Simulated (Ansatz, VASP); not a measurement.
## Two plane-wave programs on MoS2

File INCAR:

```
SYSTEM = MoS2
ALGO     = Normal         ! electronic algorithm
EDIFF    = 1E-7           ! SCF threshold, eV
ENCUT    = 520            ! plane-wave cutoff, eV
GGA      = PS             ! functional
ISIF     = 2              ! what is computed and relaxed
ISMEAR   = 1              ! smearing method
LASPH    = .TRUE.         ! aspherical terms in the spheres
LCHARG   = .TRUE.         ! write CHGCAR
LELF     = .TRUE.         ! ELF
LREAL    = .FALSE.        ! projectors in reciprocal space
LVHAR    = .TRUE.       
LWAVE    = .FALSE.        ! write WAVECAR
NBANDS   = 35             ! bands
NELM     = 80             ! most SCF steps
PREC     = Accurate       ! precision mode
SIGMA    = 0.2            ! smearing width, eV
```

KPOINTS

```
k-points
0
G
  12 12 2
  0 0 0
```

File POSCAR:

```
MoS2
1.0
    3.2987000000      0.0000000000      0.0000000000
   -1.6493500000      2.8567579994      0.0000000000
    0.0000000000      0.0000000000     11.9418000000
Mo S
2 4
Direct
    0.3333333333      0.6666666667      0.2500000000
    0.6666666667      0.3333333333      0.7500000000
    0.3333333333      0.6666666667      0.6259932117
    0.6666666667      0.3333333333      0.1259932117
    0.3333333333      0.6666666667      0.8740067883
    0.6666666667      0.3333333333      0.3740067883
```

Input for Ansatz:

```yaml
crystal:
  lattice:
    - [3.2987, 0.0, 0.0]
    - [-1.64935, 2.8567579994, 0.0]
    - [0.0, 0.0, 11.9418]
  atoms:
    - { symbol: Mo, position: [0.3333333333, 0.6666666667, 0.25] }
    - { symbol: Mo, position: [0.6666666667, 0.3333333333, 0.75] }
    - { symbol: S, position: [0.3333333333, 0.6666666667, 0.6259932117] }
    - { symbol: S, position: [0.6666666667, 0.3333333333, 0.1259932117] }
    - { symbol: S, position: [0.3333333333, 0.6666666667, 0.8740067883] }
    - { symbol: S, position: [0.6666666667, 0.3333333333, 0.3740067883] }
basis:
  ecutwfc: 420
kpoints:
  mp_grid: { grid: [12, 12, 2] }
hamiltonian:
  xc: pbesol
scf:
  occupations: { method: cold, width: 0.2 }
output:
  forces: true
  stress: true
  eigenvalues: true
```

Alike in both runs: task single point; functional PBEsol; k mesh 12 × 12 × 2; no spin polarisation.

|  | VASP | Ansatz |
| --- | --- | --- |
| version | VASP 6.6.1 | Ansatz 0.2.0 |
| potentials or method | VASP PAW PBE potentials, release 64 (Mo_sv, S), cutoff 520 eV | scalar-relativistic, plane waves, PAW |
| occupations | methfessel-paxton of order 1, width 0.2 eV | cold, width 0.2 eV |
| valence electrons in the cell | 52 | 52 |

|  | VASP | Ansatz | Ansatz less VASP |
| --- | --- | --- | --- |
| gap on the k mesh at the Fermi level (eV) | none | none | - |
| pressure (GPa) | -5.3 | -5.3 | +0.01 |
| traceless stress, the component that is largest in VASP (GPa) | 10.25 | 10.23 | -0.023 |
| rms of the force components (eV/Å) | 0.235 | 0.234 | -0.0013 |

VASP's potentials were made for PBE, not for PBEsol. Atom by atom the forces differ by 0.001 eV/Å (rms over components). A gap of «none» marks a metal or a gap that the smearing closes.
